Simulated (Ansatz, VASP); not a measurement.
# Two plane-wave programs on Pt3PbC

File POSCAR:

```
Pt3PbC
1.0
    4.2288551200      0.0000000000      0.0000000000
    0.0000000000      4.2288551200      0.0000000000
    0.0000000000      0.0000000000      4.2288551200
Pt Pb C
3 1 1
Direct
    0.0000000000      0.5000000000      0.5000000000
    0.5000000000      0.5000000000      0.0000000000
    0.5000000000      0.0000000000      0.5000000000
    0.0000000000      0.0000000000      0.0000000000
    0.5000000000      0.5000000000      0.5000000000
```

INCAR.step1

```
SYSTEM = Pt3PbC
  PREC = Accurate
  ENCUT = 520
  ISMEAR = 0
  SIGMA = 0.15
  LREAL = .False.
  LASPH = .True.
  NELM = 100
  NBANDS = 32
  GGA = PE
  ALGO = Normal
  EDIFF = 1E-4
  LWAVE = .True.
  LCHARG = .False.
```

Contents of INCAR.step2:

```
SYSTEM = Pt3PbC
  PREC = Accurate
  ENCUT = 520
  EDIFF = 1E-6
  ISMEAR = 0
  SIGMA = 0.15
  LREAL = .False.
  LASPH = .True.
  NELM = 100
  ALGO = Normal
  ISIF = 2
  LWAVE = .False.
  LCHARG = .False.
  METAGGA = R2SCAN
  LMIXTAU = .True.
  NBANDS = 32
  ISTART = 1
```

KPOINTS

```
Automatic mesh
0
Gamma
  5 5 5
  0 0 0
```

Input for Ansatz:

```yaml
crystal:
  lattice:
    - [4.228855119952635, 0.0, 0.0]
    - [0.0, 4.228855119952635, 0.0]
    - [0.0, 0.0, 4.228855119952635]
  atoms:
    - { symbol: Pt, position: [0.0, 0.5, 0.5] }
    - { symbol: Pt, position: [0.5, 0.5, 0.0] }
    - { symbol: Pt, position: [0.5, 0.0, 0.5] }
    - { symbol: Pb, position: [0.0, 0.0, 0.0] }
    - { symbol: C, position: [0.5, 0.5, 0.5] }
accuracy: medium
kpoints:
  mp_grid:
    grid: [5, 5, 5]
hamiltonian:
  xc: r2scan
  pseudopotentials:
    kind: nc
scf:
  max_iter: 150
  mixing:
    algorithm: anderson
    preconditioner: kerker_dos
  occupations:
    method: gaussian
    width: 0.15
output:
  stress: true
```

Alike in both runs: task single point; functional r2SCAN; k mesh 5 × 5 × 5; occupations gaussian, width 0.15 eV; no spin polarisation.

|  | VASP | Ansatz |
| --- | --- | --- |
| version | VASP 6.6.1 | Ansatz 0.2.0 |
| potentials or method | VASP PAW PBE potentials, release 64 (Pt, Pb_d, C) | plane waves, norm-conserving potentials |
| plane-wave cutoff (eV) | 520 | 1200 |
| valence electrons in the cell | 48 | 72 |

Ansatz gave:

* pressure (GPa): 12.6

Problem. What did VASP give for the same quantities?

Solution. Pressure (GPa): 13.3.

VASP's potentials were made for PBE, not for r2SCAN. VASP's potentials hold 48 valence electrons a cell and Ansatz's 72, so a difference there can come from the potentials and not from the codes.

Neither program's run includes spin-orbit coupling.
